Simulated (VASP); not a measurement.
# In (Fd-3m) in VASP: a series of runs

In is run at these levels: PBEsol; tasks: single point.

Everything below comes from runs of VASP 6.6.1. Logs are shortened: lines on timing, memory, paths and dates and some standing lists are left out, and cuts for length are marked.

## 1. The cell of the first run

It takes space group Fd-3m (No. 227, cubic). Conventional cell: a = 6.386 Å, b = 6.386 Å, c = 6.386 Å, α = 90.00°, β = 90.00°, γ = 90.00°. In (site symmetry -43m) has 4 In at 2.77 Å within 3.6 Å.

This isn't the form of In at room conditions, which is tetragonal.

## 2. Single point, PBEsol (32.55 Å³/atom)

INCAR reads:

```
PREC = Accurate
ENCUT = 520
EDIFF = 1E-6
ISMEAR = -1
SIGMA = 0.08
LREAL = False
LASPH = True
NELM = 80
ALGO = Normal
ISIF = 2
LWAVE = False
LCHARG = True
GGA = PS
LELF = True
LVHAR = True
NBANDS = 20
```

KPOINTS reads:

```
regular mesh
0
Gamma
  10 10 10
```

POSCAR reads:

```
In
1.0
    0.0000000000      3.1930425255      3.1930425255
    3.1930425255      0.0000000000      3.1930425255
    3.1930425255      3.1930425255      0.0000000000
In
2
Direct
   -0.1250000000     -0.1250000000     -0.1250000000
    0.1250000000      0.1250000000      0.1250000000
```

Potentials or basis: VASP PAW PBE potentials, release 64 (In_d).

The run is started by

```bash
$ cat potpaw_PBE.64/In_d/POTCAR > POTCAR
$ mpirun -np 1 vasp_std > vasp.out
```

OUTCAR:

```text
PREC = Accurate
   ENCUT = 520
   EDIFF = 1E-6
   ISMEAR = -1
   LREAL = False
   LASPH = True
   NELM = 80
   ISIF = 2
   GGA = PS

 ion  position               nearest neighbor table
   1  0.875  0.875  0.875-   2 2.77   2 2.77   2 2.77   2 2.77
   2  0.125  0.125  0.125-   1 2.77   1 2.77   1 2.77   1 2.77

  LATTYP: Found a face centered cubic cell.
 ALAT       =     6.3860850510

  Lattice vectors:

 A1 = (   0.0000000000,   3.1930425255,   3.1930425255)
 A2 = (   3.1930425255,   0.0000000000,   3.1930425255)
 A3 = (   3.1930425255,   3.1930425255,   0.0000000000)

Analysis of symmetry for initial positions (statically):
=====================================================================
 Subroutine PRICEL returns:
 Original cell was already a primitive cell.

 Routine SETGRP: Setting up the symmetry group for a
 face centered cubic supercell.

 Subroutine GETGRP returns: Found 48 space group operations
 (whereof 12 operations were pure point group operations)
 out of a pool of 48 trial point group operations.

The static configuration has the point symmetry D_3d.
 The point group associated with its full space group is O_h .

Analysis of symmetry for dynamics (positions and initial velocities):
=====================================================================
 Subroutine PRICEL returns:
 Original cell was already a primitive cell.

 Routine SETGRP: Setting up the symmetry group for a
 face centered cubic supercell.

 Subroutine GETGRP returns: Found 48 space group operations
 (whereof 12 operations were pure point group operations)
 out of a pool of 48 trial point group operations.

The dynamic configuration has the point symmetry D_3d.
 The point group associated with its full space group is O_h .

 Subroutine INISYM returns: Found 48 space group operations
 (whereof 12 operations are pure point group operations),
 and found     1 'primitive' translations

----------------------------------------------------------------------------------------

                                     Primitive cell

  volume of cell :      65.1095

  direct lattice vectors                    reciprocal lattice vectors
     0.000000000  3.193042526  3.193042526    -0.156590461  0.156590461  0.156590461
     3.193042526  0.000000000  3.193042526     0.156590461 -0.156590461  0.156590461
     3.193042526  3.193042526  0.000000000     0.156590461  0.156590461 -0.156590461

  length of vectors
     4.515644045  4.515644045  4.515644045     0.271222634  0.271222634  0.271222634

  position of ions in fractional coordinates (direct lattice)
     0.875000000  0.875000000  0.875000000
     0.125000000  0.125000000  0.125000000

  ion indices of the primitive-cell ions
   primitive index   ion index
                 1           1
                 2           2

----------------------------------------------------------------------------------------

 KPOINTS: regular mesh

Automatic generation of k-mesh.
 Grid dimensions read from file:
 generate k-points for:   10   10   10

 Generating k-lattice:

  Cartesian coordinates                     Fractional coordinates (reciprocal lattice)
    -0.015659046  0.015659046  0.015659046     0.100000000  0.000000000  0.000000000
     0.015659046 -0.015659046  0.015659046     0.000000000  0.100000000  0.000000000
     0.015659046  0.015659046 -0.015659046     0.000000000  0.000000000  0.100000000

  Length of vectors
     0.027122263  0.027122263  0.027122263

  Shift w.r.t. Gamma in fractional coordinates (k-lattice)
     0.000000000  0.000000000  0.000000000

 Subroutine IBZKPT returns following result:
 ===========================================

 Found     47 irreducible k-points:

 Following reciprocal coordinates:
            Coordinates               Weight
  0.000000  0.000000  0.000000      1.000000
  0.100000  0.000000  0.000000      8.000000
  0.200000  0.000000  0.000000      8.000000
  0.300000  0.000000  0.000000      8.000000
  0.400000  0.000000  0.000000      8.000000
  0.500000  0.000000  0.000000      4.000000
[... 16 lines left out ...]
  0.300000  0.300000  0.000000      6.000000
  0.400000  0.300000  0.000000     24.000000
 [... further k-points ...]
   k-points           NKPTS =     47   k-points in BZ     NKDIM =     47   number of bands    NBANDS=     20
   number of dos      NEDOS =    301   number of ions     NIONS =      2
   total plane-waves  NPLWV =  46656
   dimension x,y,z NGX =    36 NGY =   36 NGZ =   36
   dimension x,y,z NGXF=    72 NGYF=   72 NGZF=   72
   ions per type =               2
   NGX,Y,Z   is equivalent  to a cutoff of  13.25, 13.25, 13.25 a.u.
   NGXF,Y,Z  is equivalent  to a cutoff of  26.51, 26.51, 26.51 a.u.
 SYSTEM =  unknown system
   PREC   = accura    normal or accurate (medium, high low for compatibility)
   ISTART =      0    job   : 0-new  1-cont  2-samecut
   ICHARG =      2    charge: 1-file 2-atom 10-const
   ISPIN  =      1    spin polarized calculation?
   LNONCOLLINEAR =      F non collinear calculations
   LSORBIT =      F    spin-orbit coupling
   LASPH  =      T    aspherical Exc in radial PAW
   ENCUT  =  520.0 eV  38.22 Ry    6.18 a.u.   8.40  8.40  8.40*2*pi/ulx,y,z
   NELM   =     80;   NELMIN=  2; NELMDL= -5     # of ELM steps
   EDIFF  = 0.1E-05   stopping-criterion for ELM
   LREAL  =      F    real-space projection
   EDIFFG = 0.1E-04   stopping-criterion for IOM
   NSW    =      0    number of steps for IOM
   IBRION =     -1    ionic relax: 0-MD 1-quasi-New 2-CG
   NFREE  =      0    steps in history (QN), initial steepest desc. (CG)
   ISIF   =      2    stress and relaxation
   ISYM   =      2    0-nonsym 1-usesym 2-fastsym
   POTIM  = 0.5000    time-step for ionic-motion
   TEBEG  =    0.0;   TEEND  =   0.0 temperature during run
   PSTRESS=    0.0 pullay stress
   NELECT =      26.0000    total number of electrons
   NUPDOWN=      -1.0000    fix difference up-down
   EMIN   =  10.00;   EMAX   =-10.00  energy-range for DOS
   EFERMI =   0.00;   METHOD = LEGACY
   ISMEAR =    -1;   SIGMA  =   0.08  broadening in eV -4-tet -1-fermi 0-gaus
   EFERMI_NEDOS =   21; number of points for ismear=-14 and -15
   IALGO  =     38    algorithm
   IMIX   =      4    mixing-type and parameters
     AMIX     =   0.40;   BMIX     =  1.00
     AMIX_MAG =   1.60;   BMIX_MAG =  1.00
  volume/ion in A,a.u.               =      32.55       219.69
  Fermi-wavevector in a.u.,A,eV,Ry     =   1.205548  2.278156 19.773979  1.453346
  Thomas-Fermi vector in A             =   2.341241
   LORBIT       =      0    0 simple, 1 ext, 2 COOP (PROOUT), +10 PAW based schemes
   GGA     = PS    functional components
   LHFCALC =     F    Hartree Fock is set to
   AEXX    =    0.0000 exact exchange contribution
   IVDW    =     0    specifies the selected vdW correction
   LEPSILON=     F    determine dielectric tensor
   LRPA    =     F    only Hartree local field effects (RPA)
 non-spin polarized calculation
  energy-cutoff  :      520.00
  volume of cell :       65.11
 maximum number of plane-waves:      1807
 NGX is ok and might be reduce to    36
   NGX = 17   NGY = 17   NGZ = 17

 number of electron      26.0000009 magnetization

 Free energy of the ion-electron system (eV)
  ---------------------------------------------------
  ext. energy  EPLUGINS =         0.00000000
  ---------------------------------------------------
  free energy    TOTEN  =        -5.14044493 eV

  energy without entropy =       -5.11261247  energy(sigma->0) =       -5.12652870

 E-fermi :   4.6736     XC(G=0):  -9.1334

 val. band max:        4.6616399316   @ k =   0.5000   0.3000   0.1000
 cond. band min:       4.8264017840   @ k =  -0.4000   0.3000   0.0000
 fundamental gap:      0.1647618523
 Fermi energy:         4.6735792738

 k-point     1 :       0.0000    0.0000    0.0000
  band No.  band energies     occupation
      1     -10.0209      2.00000
      2     -10.0209      2.00000
      3     -10.0209      2.00000
      4      -9.9385      2.00000
      5      -9.9385      2.00000
      6      -9.3786      2.00000
[... 12 lines left out ...]
     19      11.0298      0.00000
     20      14.1414      0.00000

 k-point     2 :       0.1000    0.0000    0.0000
  band No.  band energies     occupation
      1     -10.0376      2.00000
      2     -10.0376      2.00000
      3     -10.0176      2.00000
      4      -9.9150      2.00000
      5      -9.9150      2.00000
      6      -9.3928      2.00000
[... 12 lines left out ...]
     19      11.7276      0.00000
     20      13.4843      0.00000

 k-point     3 :       0.2000    0.0000    0.0000
  band No.  band energies     occupation
      1     -10.0609      2.00000
      2     -10.0609      2.00000
      3     -10.0092      2.00000
      4      -9.8758      2.00000
      5      -9.8758      2.00000
      6      -9.4173      2.00000
[... 12 lines left out ...]
     19      12.3029      0.00000
     20      13.1156      0.00000

 k-point     4 :       0.3000    0.0000    0.0000
  band No.  band energies     occupation
      1     -10.0747      2.00000
      2     -10.0747      2.00000
      3      -9.9988      2.00000
      4      -9.8461      2.00000
      5      -9.8461      2.00000
      6      -9.4337      2.00000
[... 12 lines left out ...]
     19      12.6357      0.00000
     20      13.5252      0.00000

 k-point     5 :       0.4000    0.0000    0.0000
  band No.  band energies     occupation
      1     -10.0796      2.00000
      2     -10.0796      2.00000
      3      -9.9903      2.00000
      4      -9.8324      2.00000
      5      -9.8324      2.00000
      6      -9.4441      2.00000
[... 12 lines left out ...]
     19      14.1833      0.00000
     20      14.5455      0.00000

 k-point     6 :       0.5000    0.0000    0.0000
  band No.  band energies     occupation
      1     -10.0804      2.00000
      2     -10.0804      2.00000
      3      -9.9870      2.00000
      4      -9.8293      2.00000
      5      -9.8293      2.00000
      6      -9.4512      2.00000
[... 12 lines left out ...]
     19      15.3469      0.00000
     20      15.3878      0.00000

 k-point     7 :       0.1000    0.1000    0.0000
  band No.  band energies     occupation
      1     -10.0432      2.00000
      2     -10.0297      2.00000
      3     -10.0297      2.00000
      4      -9.9223      2.00000
      5      -9.8908      2.00000
      6      -9.4419      2.00000
[... 12 lines left out ...]
     19      11.8744      0.00000
     20      12.5904      0.00000
[... 277 lines left out ...]
 k-point    20 :      -0.4000    0.2000    0.0000
  band No.  band energies     occupation
      1     -10.1357      2.00000
      2     -10.1014      2.00000
      3      -9.9206      2.00000
      4      -9.7776      2.00000
      5      -9.7488      2.00000
      6      -9.5626      2.00000
[... 12 lines left out ...]
     19      13.6502      0.00000
     20      14.2285      0.00000

 k-point    21 :      -0.3000    0.2000    0.0000
  band No.  band energies     occupation
      1     -10.1215      2.00000
      2     -10.1060      2.00000
      3      -9.9243      2.00000
      4      -9.8223      2.00000
      5      -9.7478      2.00000
      6      -9.5310      2.00000
[... 12 lines left out ...]
     19      13.0169      0.00000
     20      14.1490      0.00000

 k-point    22 :      -0.2000    0.2000    0.0000
  band No.  band energies     occupation
      1     -10.1008      2.00000
      2     -10.0938      2.00000
      3      -9.9592      2.00000
      4      -9.8520      2.00000
      5      -9.7812      2.00000
      6      -9.5099      2.00000
[... 12 lines left out ...]
     19      12.4485      0.00000
     20      14.2797      0.00000

 k-point    23 :       0.3000    0.3000    0.0000
  band No.  band energies     occupation
      1     -10.0755      2.00000
      2     -10.0755      2.00000
      3     -10.0454      2.00000
      4      -9.8031      2.00000
      5      -9.6915      2.00000
      6      -9.6848      2.00000
[... 12 lines left out ...]
     19      13.8466      0.00000
     20      15.4607      0.00000

 k-point    24 :       0.4000    0.3000    0.0000
  band No.  band energies     occupation
      1     -10.1058      2.00000
      2     -10.0867      2.00000
      3     -10.0012      2.00000
      4      -9.7609      2.00000
      5      -9.7328      2.00000
      6      -9.6453      2.00000
[... 12 lines left out ...]
     19      15.5432      0.00000
     20      15.9522      0.00000

 [... further k-points ...]

------------------------ aborting loop because EDIFF is reached ----------------------------------------

  FORCE on cell =-STRESS in cart. coord.  units (eV):
  Direction    XX          YY          ZZ          XY          YZ          ZX
  --------------------------------------------------------------------------------------
  -------------------------------------------------------------------------------------
  Total        1.1544403      1.1544403      1.1544403      0.0000000     -0.0000000      0.0000000
  in kB       28.4078235     28.4078235     28.4078235      0.0000000     -0.0000000      0.0000000
  external PRESSURE =      28.4078235 kB  Pullay stress =       0.0000000 kB

 VOLUME and BASIS-vectors are now :
 -----------------------------------------------------------------------------
  energy-cutoff  :      520.00
  volume of cell :       65.11
      direct lattice vectors                 reciprocal lattice vectors
     0.000000000  3.193042526  3.193042526    -0.156590461  0.156590461  0.156590461
     3.193042526  0.000000000  3.193042526     0.156590461 -0.156590461  0.156590461
     3.193042526  3.193042526  0.000000000     0.156590461  0.156590461 -0.156590461

 POSITION                                       TOTAL-FORCE (eV/Angst)
 -----------------------------------------------------------------------------------
      5.58782      5.58782      5.58782         0.000000      0.000000      0.000000
      0.79826      0.79826      0.79826        -0.000000     -0.000000     -0.000000
 -----------------------------------------------------------------------------------
    total drift:                                0.000000      0.000000      0.000000

  FREE ENERGIE OF THE ION-ELECTRON SYSTEM (eV)
  ---------------------------------------------------
  free  energy   TOTEN  =        -5.1404449316 eV

  energy  without entropy=       -5.1126124665  energy(sigma->0) =       -5.12652870
```

Run time: 1.8 min. Hardware: 1 thread of AMD EPYC 7R13, shared host; peak memory 0.19 GiB.

Results:

- Free energy: -5.1404 eV
- Pressure: 2.8 GPa
- Band gap on the k mesh: zero (bands 13 and 14 overlap by 3.99 eV)

Caveat: the PAW data sets were made with another functional, which shifts forces and pressure a little; spin-orbit coupling is left out, which moves the levels of the heavy elements.

## 3. Single point, PBEsol

This run uses another cell than the first one, of 35.39 Å³/atom.

INCAR reads:

```
  ALGO = Normal
  EDIFF = 1E-7
  ENCUT = 520
  GGA = PS
  ISIF = 2
  ISMEAR = -1
  LASPH = True
  LCHARG = False
  LREAL = False
  LWAVE = False
  NBANDS = 20
  NELM = 100
  PREC = Accurate
  SIGMA = 0.08
```

KPOINTS reads:

```
k-points
0
Gamma
  10 10 10
```

POSCAR reads:

```
In
1.0
    0.0000000000      3.2830343506      3.2830343506
    3.2830343506      0.0000000000      3.2830343506
    3.2830343506      3.2830343506      0.0000000000
In
2
Direct
   -0.1250000000     -0.1250000000     -0.1250000000
    0.1250000000      0.1250000000      0.1250000000
```

Potentials or basis: VASP PAW PBE potentials, release 64 (In_d).

The run is started by

```bash
$ cat potpaw_PBE.64/In_d/POTCAR > POTCAR
$ mpirun -np 1 vasp_std > vasp.out
```

It took 88 s on 1 thread of AMD EPYC 7R13, shared host; peak memory 0.19 GiB.

The run converged. Its results:

- Free energy: -5.1880 eV
- Pressure: 0.0 GPa
- Band gap on the k mesh: zero (bands 13 and 14 overlap by 3.59 eV)

Levels at points of the mesh, in eV from the Fermi level:
| k point | band 11 | band 12 | band 13 | band 14 | band 15 | band 16 |
| --- | --- | --- | --- | --- | --- | --- |
| (0.00, 0.00, 0.00) | -8.16 | 2.46 | 2.46 | 2.46 | 2.54 | 4.12 |
| (0.50, 0.00, 0.00) | -6.35 | -4.02 | 1.09 | 1.09 | 2.36 | 5.03 |
| (0.50, 0.50, 0.00) | -4.89 | -4.89 | -0.45 | -0.45 | 2.48 | 2.48 |

Caveat: the PAW data sets were made with another functional, which shifts forces and pressure a little; spin-orbit coupling is left out, which moves the levels of the heavy elements.

(Continued in part 2 of 2.)
